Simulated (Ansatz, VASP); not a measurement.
**Two plane-wave programs on Mg3Te2O**

```xyz
6
Lattice="5.5860 0.0000 0.0000 -2.7930 4.8376 0.0000 0.0000 0.0000 5.3658" Properties=species:S:1:pos:R:3 pbc="T T T"
Mg    2.7930    0.0000    0.0000
Mg   -1.3965    2.4188    0.0000
Mg    1.3965    2.4188    0.0000
Te    0.0000    3.2251    2.6829
Te    2.7930    1.6125    2.6829
O     0.0000    0.0000    0.0000
```

Alike in both runs: functional PBE; k mesh 12 × 12 × 8; occupations gaussian, width 0.1 eV; no spin polarisation.

Ansatz relaxed the structure, and its values are those at the end. VASP's run is a single point on that final structure, the one shown.

```csv
,VASP,Ansatz
version,VASP 6.6.1,Ansatz 0.2.0
potentials or method,"VASP PAW PBE potentials, release 64 (Mg, Te, O), cutoff 520 eV","scalar-relativistic, plane waves, PAW"
valence electrons in the cell,24,68
```

Ansatz gave:

```
gap on the k mesh at the Fermi level (eV) : none
pressure (GPa)                            : 0.0
```

Question: Estimate VASP's values.

Answer: gap on the k mesh at the Fermi level (eV): none; pressure (GPa): -0.1.

A gap of «none» marks a metal or a gap that the smearing closes. With one functional, cell and mesh, what is left measures potentials, basis and numerics. VASP's potentials hold 24 valence electrons a cell and Ansatz's 68, so a difference there can come from the potentials and not from the codes.

Neither program's run includes spin-orbit coupling.
